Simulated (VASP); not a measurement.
Set up this calculation in VASP 6.6.1, as the native input.

| Quantity | Value |
| --- | --- |
| Task | single point |
| Functional | PBEsol |
| Potentials or basis | VASP PAW PBE potentials, release 64 (Si, C) |
| Cutoff | 520 eV |
| k mesh | 6 × 6 × 2 |
| Occupations | gaussian, width 0.1 eV |
| Spin | no spin polarisation |
| Dipole correction | no |
| Further INCAR settings | ALGO = Normal; EDIFF = 1e-06; NBANDS = 26 |

The structure of SiC lies in POSCAR:

```
SiC
1.0
    3.0756941497      0.0000000000      0.0000000000
   -1.5378470748      2.6636292679      0.0000000000
    0.0000000000      0.0000000000     10.0706464800
Si C
4 4
Direct
    0.6666666700      0.3333333300      0.9378419800
    0.3333333300      0.6666666700      0.4378419800
    0.0000000000      0.0000000000      0.6878943800
    0.0000000000      0.0000000000      0.1878943800
    0.6666666700      0.3333333300      0.7498025900
    0.3333333300      0.6666666700      0.2498025900
    0.0000000000      0.0000000000      0.5004600500
    0.0000000000      0.0000000000      0.0004600500
```

The input as run:

INCAR

```
PREC = Accurate ; ENCUT = 520
EDIFF = 1E-6 ; ISMEAR = 0
SIGMA = 0.1 ; LREAL = False
LASPH = True ; NELM = 80
ALGO = Normal ; ISIF = 2
LWAVE = False ; LCHARG = False
GGA = PS ; NBANDS = 26
```

KPOINTS

```
Automatic mesh
0
Gamma
  6 6 2
```

Potentials or basis: VASP PAW PBE potentials, release 64 (Si, C).

Run with:

```console
$ cat potpaw_PBE.64/Si/POTCAR potpaw_PBE.64/C/POTCAR > POTCAR
$ mpirun -np 1 vasp_std > vasp.out
```

It gave:

| Item | Value |
| --- | --- |
| Pressure | 0.8 GPa |
| Largest force | 0.006 eV/Å |
| Band gap on the k mesh | 2.11 eV, indirect (least direct gap 3.23 eV) |

Caveat: the PAW data sets were made with another functional, which shifts forces and pressure a little.

It took 19 s on 1 thread of Intel(R) Xeon(R) Platinum 8375C CPU @ 2.90GHz (Ice Lake), on a shared host, peak memory 0.2 GiB.
